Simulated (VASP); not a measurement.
# Be (P6_3/mmc) in VASP: further runs, part 2 of 2

VASP 6.6.1.

## (5) Single point, PBEsol

This run uses another cell than the first one, of the same volume but with other edges.

Contents of INCAR:

```
SYSTEM = Be
PREC = Accurate
ENCUT = 520
EDIFF = 1E-6
ISMEAR = 0
SIGMA = 0.15
LREAL = .FALSE.
LASPH = .TRUE.
NELM = 60
ALGO = Fast
ISIF = 2
LWAVE = .FALSE.
LCHARG = .TRUE.
GGA = PS
LELF = .TRUE.
LVHAR = .TRUE.
NBANDS = 9
```

Contents of KPOINTS:

```
Automatic mesh
0
G
  24 24 14
  0 0 0
```

Contents of POSCAR:

```
Be
1.0
    2.2624067565      0.0000000000      0.0000000000
   -1.1312033783      1.9593017248      0.0000000000
    0.0000000000      0.0000000000      3.7199513503
Be
2
Direct
    0.3333333333      0.6666666667      0.2500000000
    0.6666666667      0.3333333333      0.7500000000
```

Potentials or basis: VASP PAW PBE potentials, release 64 (Be).

On the command line:

```sh
$ cat potpaw_PBE.64/Be/POTCAR > POTCAR
$ mpirun -np 1 vasp_std > vasp.out
```

OUTCAR:

```text
SYSTEM = Be
   PREC = Accurate
   ENCUT = 520
   EDIFF = 1E-6
   ISMEAR = 0
   LREAL = .FALSE.
   LASPH = .TRUE.
   NELM = 60
   ISIF = 2
   GGA = PS

 ion  position               nearest neighbor table
   1  0.333  0.667  0.250-   2 2.27   2 2.27   2 2.27   2 2.27   2 2.27   2 2.27
   2  0.667  0.333  0.750-   1 2.27   1 2.27   1 2.27   1 2.27   1 2.27   1 2.27

  LATTYP: Found a hexagonal cell.
 ALAT       =     2.2624067565
 C/A-ratio  =     1.6442451560

  Lattice vectors:

 A1 = (   2.2624067565,   0.0000000000,   0.0000000000)
 A2 = (  -1.1312033783,   1.9593017248,   0.0000000000)
 A3 = (   0.0000000000,   0.0000000000,   3.7199513503)

Analysis of symmetry for initial positions (statically):
=====================================================================
 Subroutine PRICEL returns:
 Original cell was already a primitive cell.

 Routine SETGRP: Setting up the symmetry group for a
 hexagonal supercell.

 Subroutine GETGRP returns: Found 24 space group operations
 (whereof 12 operations were pure point group operations)
 out of a pool of 24 trial point group operations.

The static configuration has the point symmetry D_3d.
 The point group associated with its full space group is D_6h.

Analysis of symmetry for dynamics (positions and initial velocities):
=====================================================================
 Subroutine PRICEL returns:
 Original cell was already a primitive cell.

 Routine SETGRP: Setting up the symmetry group for a
 hexagonal supercell.

 Subroutine GETGRP returns: Found 24 space group operations
 (whereof 12 operations were pure point group operations)
 out of a pool of 24 trial point group operations.

The dynamic configuration has the point symmetry D_3d.
 The point group associated with its full space group is D_6h.

 Subroutine INISYM returns: Found 24 space group operations
 (whereof 12 operations are pure point group operations),
[... 120 lines left out ...]
   LORBIT       =      0    0 simple, 1 ext, 2 COOP (PROOUT), +10 PAW based schemes
   GGA     = PS    functional components
   LHFCALC =     F    Hartree Fock is set to
   AEXX    =    0.0000 exact exchange contribution
   IVDW    =     0    specifies the selected vdW correction
   LEPSILON=     F    determine dielectric tensor
   LRPA    =     F    only Hartree local field effects (RPA)
 non-spin polarized calculation
 RMM-DIIS sequential band-by-band and
 Gauss-broadening in eV      SIGMA  =   0.15
  energy-cutoff  :      520.00
  volume of cell :       16.49
 maximum number of plane-waves:       462
 NGX is ok and might be reduce to    18

 number of electron       4.0000000 magnetization

 Free energy of the ion-electron system (eV)
  ---------------------------------------------------
  ext. energy  EPLUGINS =         0.00000000
  ---------------------------------------------------
  free energy    TOTEN  =        -7.95935615 eV

  energy without entropy =       -7.95658243  energy(sigma->0) =       -7.95796929

 E-fermi :   6.8005     XC(G=0): -10.4723

 val. band max:        6.7683419994   @ k =   0.3333   0.2917   0.1429
 cond. band min:       6.8104162558   @ k =   0.3333   0.2917   0.0714
 fundamental gap:      0.0420742564
 Fermi energy:         6.8004859439

 k-point     1 :       0.0000    0.0000    0.0000
  band No.  band energies     occupation
      1      -4.4377      2.00000
      2       1.9948      2.00000
      3       6.9504      0.15757
      4      23.0064      0.00000
      5      23.0064      0.00000
      6      25.5339      0.00000
      7      25.5339      0.00000
      8      25.8888      0.00000
      9      33.4375      0.00000
[... 265 lines left out ...]
 k-point    24 :       0.4583    0.0417    0.0000
  band No.  band energies     occupation
      1       1.8313      2.00000
      2       3.9640      2.00000
      3      10.0122      0.00000
      4      12.6418      0.00000
      5      13.1222      0.00000
      6      15.1368      0.00000
      7      17.3747      0.00000
      8      22.9563      0.00000
      9      26.5241      0.00000

 [... further k-points ...]

------------------------ aborting loop because EDIFF is reached ----------------------------------------

  FORCE on cell =-STRESS in cart. coord.  units (eV):
  Direction    XX          YY          ZZ          XY          YZ          ZX
  --------------------------------------------------------------------------------------
  -------------------------------------------------------------------------------------
  Total       -0.0860305     -0.0860305     -1.5745626      0.0000000     -0.0000000      0.0000000
  in kB       -8.3589913     -8.3589913   -152.9893690      0.0000000     -0.0000000      0.0000000
  external PRESSURE =     -56.5691172 kB  Pullay stress =       0.0000000 kB

 VOLUME and BASIS-vectors are now :
 -----------------------------------------------------------------------------
  energy-cutoff  :      520.00
  volume of cell :       16.49
      direct lattice vectors                 reciprocal lattice vectors
     2.262406756  0.000000000  0.000000000     0.442007167  0.255192957  0.000000000
    -1.131203378  1.959301725  0.000000000     0.000000000  0.510385913  0.000000000
     0.000000000  0.000000000  3.719951350     0.000000000  0.000000000  0.268820720

 POSITION                                       TOTAL-FORCE (eV/Angst)
 -----------------------------------------------------------------------------------
     -0.00000      1.30620      0.92999         0.000000      0.000000      0.000000
      1.13120      0.65310      2.78996        -0.000000     -0.000000      0.000000
 -----------------------------------------------------------------------------------
    total drift:                                0.000000     -0.000000      0.000000

  FREE ENERGIE OF THE ION-ELECTRON SYSTEM (eV)
  ---------------------------------------------------
  free  energy   TOTEN  =        -7.9593561514 eV

  energy  without entropy=       -7.9565824309  energy(sigma->0) =       -7.95796929
```

It took 46 s on 1 thread of Intel Xeon Platinum 8259CL at 2.50GHz (Skylake/Cascade Lake), shared host; peak memory 0.17 GiB.

What came out:

| Item | Value |
| --- | --- |
| Free energy | -7.9594 eV |
| Pressure | -5.7 GPa |
| Band gap on the k mesh | zero (band 2 reaches 7.58 eV, above the bottom of band 3 at 5.84 eV) |

Caveat: the PAW data sets were made with another functional, which shifts forces and pressure a little.

## (6) Single point, PBEsol

This run uses another cell than the first one, of the same volume but with other edges.

Contents of INCAR:

```
PREC = Accurate
ENCUT = 520
EDIFF = 1E-6
ISMEAR = 0
SIGMA = 0.15
LREAL = F
LASPH = T
NELM = 100
ALGO = Fast
ISIF = 2
LWAVE = F
LCHARG = F
GGA = PS
NBANDS = 9
```

Contents of KPOINTS:

```
regular mesh
0
Gamma
  24 24 14
```

Contents of POSCAR:

```
Be
1.0
    2.4770634230      0.0000000000      0.0000000000
   -1.2385317116      2.1451998511      0.0000000000
    0.0000000000      0.0000000000      3.1031615501
Be
2
Direct
    0.3333333333      0.6666666667      0.2500000000
    0.6666666667      0.3333333333      0.7500000000
```

Potentials or basis: VASP PAW PBE potentials, release 64 (Be).

On the command line:

```sh
$ cat potpaw_PBE.64/Be/POTCAR > POTCAR
$ mpirun -np 1 vasp_std > vasp.out
```

It took 35 s on 1 thread of Intel Xeon Platinum 8259CL at 2.50GHz (Skylake/Cascade Lake), shared host; peak memory 0.16 GiB.

It converged, with:

```
Free energy            : -7.5374 eV
Pressure               : 1.4 GPa
Band gap on the k mesh : zero (band 2 reaches 8.22 eV, above the bottom of band 3 at 4.32 eV)
```

Stress tensor (GPa, compression positive):
```
-13.15   0.00   0.00
  0.00 -13.15   0.00
  0.00   0.00  30.60
```

Levels at points of the mesh, in eV from the Fermi level:
```
           k point  band 1  band 2  band 3  band 4  band 5  band 6  band 7
(0.00, 0.00, 0.00)  -10.85   -1.39    5.35   11.38   11.38   15.22   15.22
(0.50, 0.00, 0.00)   -5.38   -3.86    4.85    5.93    8.11   10.01   11.08
(0.00, 0.00, 0.50)   -7.97   -7.97   14.06   14.06   14.06   14.06   17.48
(0.50, 0.00, 0.50)   -3.54   -3.54    1.33    1.33    9.56    9.56   16.42
```

Caveat: the PAW data sets were made with another functional, which shifts forces and pressure a little.

## (7) Single point, PBEsol

This run uses another cell than the first one, of the same volume but with other edges.

Contents of INCAR:

```
  PREC = Accurate
  ENCUT = 520
  EDIFF = 1E-6
  ISMEAR = 0
  SIGMA = 0.15
  LREAL = False
  LASPH = True
  NELM = 60
  ALGO = Fast
  ISIF = 2
  LWAVE = False
  LCHARG = False
  GGA = PS
  NBANDS = 9
```

Contents of KPOINTS:

```
Automatic mesh
0
Gamma
  24 24 14
```

Contents of POSCAR:

```
Be
1.0
    2.1069424408      0.0000000000      0.0000000000
   -1.0534712204      1.8246656780      0.0000000000
    0.0000000000      0.0000000000      4.2891703553
Be
2
Direct
    0.3333333333      0.6666666667      0.2500000000
    0.6666666667      0.3333333333      0.7500000000
```

On the command line:

```sh
$ cat potpaw_PBE.64/Be/POTCAR > POTCAR
$ mpirun -np 1 vasp_std > vasp.out
```

Wall time 33 s (1 thread of Intel Xeon Platinum 8259CL at 2.50GHz (Skylake/Cascade Lake), shared host); peak memory 0.17 GiB.

It converged, with:

- Free energy: -7.5318 eV
- Pressure: 5.2 GPa
- Band gap on the k mesh: zero (band 2 reaches 7.36 eV, above the bottom of band 3 at 3.80 eV)

Stress tensor (GPa, compression positive):
```
 18.96   0.00   0.00
  0.00  18.96   0.00
  0.00   0.00 -22.38
```

Levels at points of the mesh, in eV from the Fermi level:
```
           k point  band 1  band 2  band 3  band 4  band 5  band 6  band 7
(0.00, 0.00, 0.00)  -10.27   -5.25   -2.05   13.19   21.05   21.48   21.48
(0.50, 0.00, 0.00)   -3.26   -1.54    4.63    5.37    6.83    9.05   14.12
(0.00, 0.00, 0.50)   -8.73   -8.73    4.76    4.76   22.20   22.20   22.20
(0.50, 0.00, 0.50)   -2.35   -2.35    3.39    3.39   11.73   11.73   15.59
```

Caveat: the PAW data sets were made with another functional, which shifts forces and pressure a little.

## (8) Summary

| cell | gap on the mesh (eV) | pressure (GPa) |
| --- | --- | --- |
| a = 2.364, b = 2.364, c = 3.406 Å, angles 90.0, 90.0, 120.0°, 2 atoms | none | -3.7 |
| a = 2.228, b = 2.228, c = 3.837 Å, angles 90.0, 90.0, 120.0°, 2 atoms | none | -4.5 |
| a = 2.331, b = 2.331, c = 3.504 Å, angles 90.0, 90.0, 120.0°, 2 atoms | none | -4.7 |
| a = 2.262, b = 2.262, c = 3.720 Å, angles 90.0, 90.0, 120.0°, 2 atoms | none | -5.7 |
| a = 2.477, b = 2.477, c = 3.103 Å, angles 90.0, 90.0, 120.0°, 2 atoms | none | 1.4 |
| a = 2.107, b = 2.107, c = 4.289 Å, angles 90.0, 90.0, 120.0°, 2 atoms | none | 5.2 |

Alike in all rows: task single point; level PBEsol; potentials or basis VASP PAW PBE potentials, release 64 (Be); no spin polarisation; k mesh 24 × 24 × 14; cutoff (eV) 520; smearing gaussian 0.15 eV.

Caveats: the PAW data sets were made with another functional, which shifts forces and pressure a little.

Absolute energies hang on the potentials; compare differences alone.
